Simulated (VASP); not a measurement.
Input of a VASP 6.6.1 run:

INCAR

```
PREC     = Accurate       # precision mode
ENCUT    = 520            # plane-wave cutoff, eV
EDIFF    = 1E-6           # SCF threshold, eV
ISMEAR   = -1             # smearing method
SIGMA    = 0.1            # smearing width, eV
LREAL    = False          # projectors in reciprocal space
LASPH    = True           # aspherical terms in the spheres
NELM     = 100            # most SCF steps
ALGO     = Normal         # electronic algorithm
ISIF     = 2              # what is computed and relaxed
LWAVE    = False          # write WAVECAR
LCHARG   = False          # write CHGCAR
GGA      = PS             # functional
NBANDS   = 36             # bands
```

Contents of KPOINTS:

```
Automatic mesh
0
Gamma
  15 15 4
```

The input POSCAR:

```
Mo
1.0
    2.8203237027      0.0000000000      0.0000000000
   -1.4101618514      2.4424719735      0.0000000000
    0.0000000000      0.0000000000      9.7676711804
Mo
4
Direct
    1.0000000000      0.0000000000      0.0000000000
    1.0000000000      0.0000000000      0.5000000000
    0.3333333333      0.6666666667      0.2500000000
    0.6666666667      0.3333333333      0.7500000000
```

Potentials or basis: VASP PAW PBE potentials, release 64 (Mo_sv).

The run is started by

```sh
$ cat potpaw_PBE.64/Mo_sv/POTCAR > POTCAR
$ mpirun -np 1 vasp_std > vasp.out
```

Question: Predict the pressure.

Answer: -16.5 GPa.

Question: Predict the band gap on the k mesh.

Answer: Zero (band 28 reaches 12.16 eV, above the bottom of band 29 at 10.55 eV).

Stress tensor (GPa, compression positive):
```
-17.30   0.00   0.00
  0.00 -17.30   0.00
  0.00   0.00 -15.01
```

Caveat: the PAW data sets were made with another functional, which shifts forces and pressure a little.
